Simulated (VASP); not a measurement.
# B (R-3m) in VASP: a series of runs, part 2 of 2

VASP 6.6.1. Earlier steps stand in the parts before.

## (4) Relaxation of cell and atoms, r2SCAN

This run uses another cell than the first one, of 7.28 Å³/atom, 1.008 times its volume.

The input, POSCAR:

```
B
1.0
    2.4540015844      1.4168184754      4.1890000000
   -2.4540015844      1.4168184754      4.1890000000
    0.0000000000     -2.8336369507      4.1890000000
B
12
Direct
    0.0104000000      0.6573000000      0.0104000000
    0.0104000000      0.0104000000      0.6573000000
    0.6573000000      0.0104000000      0.0104000000
    0.9896000000      0.3427000000      0.9896000000
    0.3427000000      0.9896000000      0.9896000000
    0.9896000000      0.9896000000      0.3427000000
    0.2206000000      0.6323000000      0.2206000000
    0.2206000000      0.2206000000      0.6323000000
    0.6323000000      0.2206000000      0.2206000000
    0.7794000000      0.3677000000      0.7794000000
    0.3677000000      0.7794000000      0.7794000000
    0.7794000000      0.7794000000      0.3677000000
```

The input, INCAR.step1:

```
ALGO     = Normal         # electronic algorithm
EDIFF    = 1E-4           # SCF threshold, eV
ENCUT    = 600            # plane-wave cutoff, eV
GGA      = PE             # functional
ISMEAR   = -1             # smearing method
LASPH    = True           # aspherical terms in the spheres
LCHARG   = False          # write CHGCAR
LREAL    = False          # projectors in reciprocal space
LWAVE    = True           # write WAVECAR
NELM     = 60             # most SCF steps
PREC     = Accurate       # precision mode
SIGMA    = 0.05           # smearing width, eV
```

The input, INCAR.step2:

```
ALGO     = Normal         # electronic algorithm
EDIFF    = 1E-7           # SCF threshold, eV
EDIFFG   = -0.01          # ionic threshold
ENCUT    = 600            # plane-wave cutoff, eV
IBRION   = 2              # ionic algorithm
ISIF     = 3              # what is computed and relaxed
ISMEAR   = -1             # smearing method
ISTART   = 1            
LASPH    = True           # aspherical terms in the spheres
LCHARG   = False          # write CHGCAR
LMIXTAU  = True         
LREAL    = False          # projectors in reciprocal space
LWAVE    = False          # write WAVECAR
METAGGA  = R2SCAN         # meta-GGA
NELM     = 60             # most SCF steps
NSW      = 80             # ionic steps
PREC     = Accurate       # precision mode
SIGMA    = 0.05           # smearing width, eV
```

The input, KPOINTS:

```
k-points
0
Gamma
  4 4 4
```

Potentials or basis: VASP PAW PBE potentials, release 64 (B).

Launch:

```
$ cat potpaw_PBE.64/B/POTCAR > POTCAR
$ cp INCAR.step1 INCAR
$ mpirun -np 1 vasp_std > vasp.out
$ cp INCAR.step2 INCAR
$ mpirun -np 1 vasp_std > vasp.out
```

OUTCAR:

```text
EDIFF = 1E-7
   EDIFFG = -0.01
   ENCUT = 600
   IBRION = 2
   ISIF = 3
   ISMEAR = -1
   ISTART = 1
   LASPH = True
   LREAL = False
   METAGGA = R2SCAN
   NELM = 60
   NSW = 80
   PREC = Accurate

 ion  position               nearest neighbor table
   1  0.010  0.657  0.010-   4 1.71   3 1.73   2 1.73   7 1.79  12 1.79  11 1.79
   2  0.010  0.010  0.657-   6 1.71   3 1.73   1 1.73   8 1.79  10 1.79  11 1.79
   3  0.657  0.010  0.010-   5 1.71   1 1.73   2 1.73   9 1.79  12 1.79  10 1.79
   4  0.990  0.343  0.990-   1 1.71   5 1.73   6 1.73  10 1.79   8 1.79   9 1.79
   5  0.343  0.990  0.990-   3 1.71   4 1.73   6 1.73  11 1.79   8 1.79   7 1.79
   6  0.990  0.990  0.343-   2 1.71   4 1.73   5 1.73  12 1.79   9 1.79   7 1.79
   7  0.221  0.632  0.221-  12 1.78  11 1.78   1 1.79   6 1.79   5 1.79   9 2.02   8 2.02
   8  0.221  0.221  0.632-  10 1.78  11 1.78   2 1.79   4 1.79   5 1.79   7 2.02   9 2.02
   9  0.632  0.221  0.221-  12 1.78  10 1.78   3 1.79   6 1.79   4 1.79   7 2.02   8 2.02
  10  0.779  0.368  0.779-   8 1.78   9 1.78   4 1.79   2 1.79   3 1.79  11 2.02  12 2.02
  11  0.368  0.779  0.779-   8 1.78   7 1.78   5 1.79   2 1.79   1 1.79  10 2.02  12 2.02
  12  0.779  0.779  0.368-   7 1.78   9 1.78   6 1.79   3 1.79   1 1.79  10 2.02  11 2.02

  LATTYP: Found a trigonal (rhomboedric) cell.
[... 201 lines left out ...]
  external PRESSURE =     -12.0192657 kB  Pullay stress =       0.0000000 kB
[... 263 lines left out ...]
--------------------------------------- Ionic step        7  -------------------------------------------

 number of electron      36.0000000 magnetization

 Free energy of the ion-electron system (eV)
  ---------------------------------------------------
  ext. energy  EPLUGINS =         0.00000000
  ---------------------------------------------------
  free energy    TOTEN  =       -88.13300672 eV

  energy without entropy =      -88.13300671  energy(sigma->0) =      -88.13300671

 E-fermi :   6.6863     XC(G=0): -12.3032

 val. band max:        5.9078782953   @ k =   0.5000   0.5000   0.5000
 cond. band min:       7.5393152268   @ k =   0.5000   0.5000  -0.0000
 fundamental gap:      1.6314369315
 Fermi energy:         6.6863054623

 k-point     1 :       0.0000    0.0000    0.0000
  band No.  band energies     occupation
      1     -11.2590      2.00000
      2      -5.2257      2.00000
      3      -4.9651      2.00000
      4      -4.9651      2.00000
      5      -3.6788      2.00000
      6      -3.0614      2.00000
[... 392 lines left out ...]
  FREE ENERGIE OF THE ION-ELECTRON SYSTEM (eV)
  ---------------------------------------------------
  free  energy   TOTEN  =       -88.1330067162 eV

  energy  without entropy=      -88.1330067064  energy(sigma->0) =      -88.13300671

 reached required accuracy - stopping structural energy minimisation
```

OUTCAR.step1:

```text
EDIFF = 1E-4
   ENCUT = 600
   GGA = PE
   ISMEAR = -1
   LASPH = True
   LREAL = False
[... 609 lines left out ...]
      1.01031     -0.58330      8.07011        -0.142764      0.082425      0.068687
     -1.01031     -0.58330      8.07011         0.142764      0.082425      0.068687
      0.00000      1.16661      8.07011         0.000000     -0.164850      0.068687
 -----------------------------------------------------------------------------------
    total drift:                                0.000000      0.000000     -0.000000

  FREE ENERGIE OF THE ION-ELECTRON SYSTEM (eV)
  ---------------------------------------------------
  free  energy   TOTEN  =       -80.4096311754 eV

  energy  without entropy=      -80.4096311633  energy(sigma->0) =      -80.40963117
```

OSZICAR.step1:

```text
N       E                     dE             d eps       ncg     rms          rms(c)
DAV:   1     0.113805593520E+03    0.11381E+03   -0.18600E+04   650   0.148E+03
DAV:   2    -0.781365883266E+02   -0.19194E+03   -0.18350E+03   865   0.269E+02
DAV:   3    -0.850685377559E+02   -0.69319E+01   -0.68859E+01   884   0.471E+01
DAV:   4    -0.851353442845E+02   -0.66807E-01   -0.66694E-01   804   0.504E+00
DAV:   5    -0.851362326171E+02   -0.88833E-03   -0.88768E-03   858   0.554E-01    0.112E+01
DAV:   6    -0.812453814219E+02    0.38909E+01   -0.57999E+00   778   0.129E+01    0.618E+00
DAV:   7    -0.804408466654E+02    0.80453E+00   -0.25598E+00   804   0.844E+00    0.209E+00
DAV:   8    -0.804090939914E+02    0.31753E-01   -0.32918E-01   777   0.334E+00    0.459E-01
DAV:   9    -0.804091981764E+02   -0.10419E-03   -0.31861E-02   766   0.107E+00    0.160E-01
DAV:  10    -0.804095721835E+02   -0.37401E-03   -0.44206E-03   763   0.402E-01    0.364E-02
DAV:  11    -0.804096311754E+02   -0.58992E-04   -0.24922E-04   728   0.996E-02
   1 F= -.80409631E+02 E0= -.80409631E+02  d E =-.120445E-07
```

Wall time 6.4 min (1 thread of Intel Xeon Platinum 8559C (Emerald Rapids), shared host); peak memory 0.25 GiB.

Results:

* Free energy: -88.1330 eV
* Relaxed volume: 7.23 Å³/atom
* Relaxed cell: a = 5.041 Å, b = 5.041 Å, c = 5.041 Å, α = 58.16°, β = 58.16°, γ = 58.16°
* Space group after relaxing (to 0.05 Å): R-3m (No. 166)
* Energy gained by relaxing: 4.4 meV/atom
* Ionic steps: 7
* Pressure after relaxing: 0.0 GPa
* Band gap on the k mesh: 1.63 eV, indirect (least direct gap 2.05 eV)

Forces in eV/Å, atoms in the order of the input:
```
B    0.002 -0.001  0.000
B    0.000  0.003  0.000
B   -0.002 -0.001  0.000
B   -0.002  0.001  0.000
B    0.002  0.001  0.000
B    0.000 -0.003  0.000
B   -0.001  0.000 -0.003
B    0.000 -0.001 -0.003
B    0.001  0.000 -0.003
B    0.001  0.000  0.003
B   -0.001  0.000  0.003
B    0.000  0.001  0.003
```

The path:
```tsv
step	energy change (eV)	largest force (eV/Å)	pressure (GPa)	volume (Å³)
1	0.0000	0.8926	-1.20	87.39
2	0.0641	1.5367	-0.16	86.70
3	-0.0506	0.1217	-1.03	87.10
4	-0.0527	0.0468	0.55	86.57
5	-0.0532	0.0226	0.07	86.73
6	-0.0533	0.0101	-0.03	86.75
7	-0.0533	0.0029	0.00	86.74
```

Final structure:
```yaml
crystal:
  lattice:
    - [2.44994, 1.41447, 4.17185]
    - [-2.44994, 1.41447, 4.17185]
    - [0.00000, -2.82894, 4.17185]
  atoms:
    - { symbol: B, position: [0.00985, 0.65437, 0.00985] }
    - { symbol: B, position: [0.00985, 0.00985, 0.65437] }
    - { symbol: B, position: [0.65437, 0.00985, 0.00985] }
    - { symbol: B, position: [0.99015, 0.34563, 0.99015] }
    - { symbol: B, position: [0.34563, 0.99015, 0.99015] }
    - { symbol: B, position: [0.99015, 0.99015, 0.34563] }
    - { symbol: B, position: [0.22058, 0.63168, 0.22058] }
    - { symbol: B, position: [0.22058, 0.22058, 0.63168] }
    - { symbol: B, position: [0.63168, 0.22058, 0.22058] }
    - { symbol: B, position: [0.77942, 0.36832, 0.77942] }
    - { symbol: B, position: [0.36832, 0.77942, 0.77942] }
    - { symbol: B, position: [0.77942, 0.77942, 0.36832] }
```

Levels at points of the mesh, in eV from the valence-band top:
| k point | band 15 | band 16 | band 17 | band 18 | band 19 | band 20 | band 21 | band 22 |
| --- | --- | --- | --- | --- | --- | --- | --- | --- |
| (0.00, 0.00, 0.00) | -1.39 | -0.92 | -0.92 | -0.38 | 1.66 | 4.90 | 4.90 | 5.11 |
| (0.50, 0.00, 0.00) | -2.74 | -2.08 | -1.78 | -0.67 | 2.15 | 3.46 | 3.97 | 5.16 |
| (0.50, 0.50, 0.00) | -3.04 | -2.77 | -2.22 | -2.08 | 1.63 | 2.92 | 3.05 | 3.77 |
| (0.50, 0.50, 0.50) | -3.08 | -1.92 | -1.92 | 0.00 | 2.88 | 3.00 | 3.00 | 5.31 |

Caveat: the PAW data sets were made with another functional, which shifts forces and pressure a little. A k mesh can miss the band edges.

## (5) Overview

```tsv
task	cell	k mesh	cutoff (eV)	gap on the mesh (eV)	pressure (GPa)	largest force (eV/Å)
single point	a = 5.040 Å, angles 58.2°, 12 atoms	4 × 4 × 4	520	1.64	0.2	0.02
single point	a = 5.040 Å, angles 58.2°, 12 atoms	7 × 7 × 7	520	1.64	0.2	0.02
relaxation of cell and atoms	relaxed from a = 5.057 Å, angles 58.1°, 12 atoms	4 × 4 × 4	600	1.63	0.0	-
```

Alike in all rows: level r2SCAN; potentials or basis VASP PAW PBE potentials, release 64 (B); no spin polarisation; smearing fermi-dirac 0.05 eV.

Caveats: the PAW data sets were made with another functional, which shifts forces and pressure a little.

Absolute energies hang on the potentials; compare differences alone.
